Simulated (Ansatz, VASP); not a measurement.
# TaWC2: VASP beside Ansatz

The input POSCAR:

```
TaWC2
1.0
    1.5822650862      0.9135211734      5.1354062173
   -1.5822650862      0.9135211734      5.1354062173
    0.0000000000     -1.8270423469      5.1354062173
W Ta C
1 1 2
Direct
    0.0000000000      0.0000000000      0.0000000000
    0.5000000000      0.5000000000      0.5000000000
    0.2509330000      0.2509330000      0.2509330000
    0.7490670000      0.7490670000      0.7490670000
```

INCAR.step1

```
SYSTEM = TaWC2
PREC = Accurate
ENCUT = 520
ISMEAR = -1
SIGMA = 0.05
LREAL = .FALSE.
LASPH = .TRUE.
NELM = 60
NBANDS = 24
GGA = PE
ALGO = Normal
EDIFF = 1E-4
LWAVE = .TRUE.
LCHARG = .FALSE.
```

Contents of INCAR.step2:

```
SYSTEM = TaWC2
PREC = Accurate
ENCUT = 520
EDIFF = 1E-6
ISMEAR = -1
SIGMA = 0.05
LREAL = .FALSE.
LASPH = .TRUE.
NELM = 60
ALGO = Normal
ISIF = 2
LWAVE = .FALSE.
LCHARG = .TRUE.
METAGGA = R2SCAN
LMIXTAU = .TRUE.
LELF = .TRUE.
LVHAR = .TRUE.
NBANDS = 24
ISTART = 1
```

The input KPOINTS:

```
regular mesh
0
G
  10 10 10
  0 0 0
```

Contents of input.yaml:

```yaml
crystal:
  lattice:
    - [1.5822650862, 0.9135211734, 5.1354062173]
    - [-1.5822650862, 0.9135211734, 5.1354062173]
    - [0.0, -1.8270423469, 5.1354062173]
  atoms:
    - { symbol: W, position: [0.0, 0.0, 0.0] }
    - { symbol: Ta, position: [0.5, 0.5, 0.5] }
    - { symbol: C, position: [0.250933, 0.250933, 0.250933] }
    - { symbol: C, position: [0.749067, 0.749067, 0.749067] }
hamiltonian:
  xc: r2scan
  pseudopotentials: { kind: paw }
kpoints:
  mp_grid: { grid: [10, 10, 10] }
scf:
  occupations: { method: fermi_dirac, width: 0.05 }
output:
  forces: true
  stress: true
  eigenvalues: true
```

Alike in both runs: task single point; functional r2SCAN; k mesh 10 × 10 × 10; occupations fermi-dirac, width 0.05 eV; no spin polarisation.

|  | VASP | Ansatz |
| --- | --- | --- |
| version | VASP 6.6.1 | Ansatz 0.2.0 |
| potentials or method | VASP PAW PBE potentials, release 64 (W_sv, Ta_pv, C) | Ansatz PAW |
| plane-wave cutoff (eV) | 520 | 500 |
| valence electrons in the cell | 33 | 35 |

VASP gave:

```
gap on the k mesh at the Fermi level (eV)                     : none
pressure (GPa)                                                : -11.1
traceless stress, the component that is largest in VASP (GPa) : -0.03
rms of the force components (eV/Å)                            : 0.001
```

Estimate Ansatz's values.

gap on the k mesh at the Fermi level (eV): none; pressure (GPa): -12.3; traceless stress, the component that is largest in VASP (GPa): -0.08; rms of the force components (eV/Å): 0.004.

VASP's potentials were made for PBE, not for r2SCAN. Atom by atom the forces differ by 0.003 eV/Å (rms over components). A gap of «none» marks a metal or a gap that the smearing closes. VASP's potentials hold 33 valence electrons a cell and Ansatz's 35, so a difference there can come from the potentials and not from the codes.

Spin-orbit coupling is off throughout.
